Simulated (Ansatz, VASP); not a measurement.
Given: the input of a run of VASP 6.6.1 on CuI.

The input INCAR:

```
SYSTEM = CuI
  PREC = Accurate
  ENCUT = 600
  EDIFF = 1E-6
  ISMEAR = -1
  SIGMA = 0.05
  LREAL = .FALSE.
  LASPH = .TRUE.
  NELM = 60
  ALGO = Normal
  ISIF = 3
  LWAVE = .FALSE.
  LCHARG = .FALSE.
  GGA = PE
  IVDW = 13
  IBRION = 2
  NSW = 60
  EDIFFG = -0.01
```

The input KPOINTS:

```
regular mesh
0
G
  8 8 8
  0 0 0
```

The input POSCAR:

```
CuI
1.0
    0.0000000000      3.0315000000      3.0315000000
    3.0315000000      0.0000000000      3.0315000000
    3.0315000000      3.0315000000      0.0000000000
I Cu
1 1
Direct
    0.0000000000      0.0000000000      0.0000000000
    0.7500000000      0.7500000000      0.7500000000
```

Potentials or basis: VASP PAW PBE potentials, release 64 (I, Cu).

Command:

```sh
$ cat potpaw_PBE.64/I/POTCAR potpaw_PBE.64/Cu/POTCAR > POTCAR
$ mpirun -np 1 vasp_std > vasp.out
```

Problem. Translate it to Ansatz 0.2.0. Potentials there: Ansatz PAW.

Solution. As run (the cutoff follows the program's own potentials):

Contents of input.yaml:

```yaml
crystal:
  lattice:
    - [0.0, 3.0315, 3.0315]
    - [3.0315, 0.0, 3.0315]
    - [3.0315, 3.0315, 0.0]
  atoms:
    - { symbol: I, position: [0.0, 0.0, 0.0] }
    - { symbol: Cu, position: [0.75, 0.75, 0.75] }
hamiltonian:
  xc: pbe
  pseudopotentials: { kind: paw }
  dispersion: d4
kpoints:
  mp_grid: { grid: [8, 8, 8] }
scf:
  occupations: { method: fermi_dirac, width: 0.05 }
output:
  forces: true
  stress: true
relax:
  f_tol: 0.01
  max_steps: 40
  cell: { stress_tol: 0.05 }
```

Potentials or basis: Ansatz PAW.

The run is started by

```bash
$ ansatz run input.yaml --threads 2 --pin off --max-ram 5632MiB --backend cpu --events-out ev --progress --plain --runs-dir out
```

Both were run:

|  | VASP | Ansatz | Ansatz less VASP |
| --- | --- | --- | --- |
| relaxed volume (Å³/atom) | 26.64 | 26.60 | -0.045 |
| relaxed length of the cell vector where the two differ most in proportion (Å) | 4.224 | 4.221 | -0.0024 |

VASP's potentials hold 18 valence electrons a cell and Ansatz's 36, so a difference there can come from the potentials and not from the codes.

Spin-orbit coupling is off throughout. Noted on Ansatz's run: the plane-wave basis is chosen anew once the cell has moved, so the energies of steps on either side of that aren't comparable.
